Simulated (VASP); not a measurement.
Set up this calculation in VASP 6.6.1, as the native input.

```
Task                   : single point
Functional             : PBE
Potentials or basis    : VASP PAW PBE potentials, release 64 (Hf_pv, N)
Cutoff                 : 520 eV
k mesh                 : 14 × 14 × 14
Occupations            : gaussian, width 0.1 eV
Spin                   : no spin polarisation
Dipole correction      : no
Further INCAR settings : ALGO = Normal; EDIFF = 1e-06; NBANDS = 14
```

The structure of HfN lies in POSCAR:

```
HfN
1.0
    0.0000000000      2.5443002619      2.5443002619
    2.5443002619      0.0000000000      2.5443002619
    2.5443002619      2.5443002619      0.0000000000
Hf N
1 1
Direct
    0.0000000000      0.0000000000      0.0000000000
    0.7500000000      0.7500000000      0.7500000000
```

This cell differs from its parent crystal: strained.

One way to write it, as run:

INCAR

```
PREC = Accurate
ENCUT = 520
EDIFF = 1E-6
ISMEAR = 0
SIGMA = 0.1
LREAL = F
LASPH = T
NELM = 60
ALGO = Normal
ISIF = 2
LWAVE = F
LCHARG = F
GGA = PE
NBANDS = 14
```

KPOINTS

```
Automatic mesh
0
Gamma
  14 14 14
```

Potentials or basis: VASP PAW PBE potentials, release 64 (Hf_pv, N).

Launch:

```console
$ cat potpaw_PBE.64/Hf_pv/POTCAR potpaw_PBE.64/N/POTCAR > POTCAR
$ mpirun -np 1 vasp_std > vasp.out
```

It gave:

| Quantity | Value |
| --- | --- |
| Pressure | -17.0 GPa |
| Band gap on the k mesh | zero (an odd number of electrons rules out a gap without spin polarisation) |

Caveat: the cell differs from its parent crystal (strained); the cell stands under tension; spin-orbit coupling is left out, which moves the levels of the heavy elements.

Run time: 65 s on 1 thread of Intel Xeon 8259CL, on a shared host, peak memory 0.19 GiB.
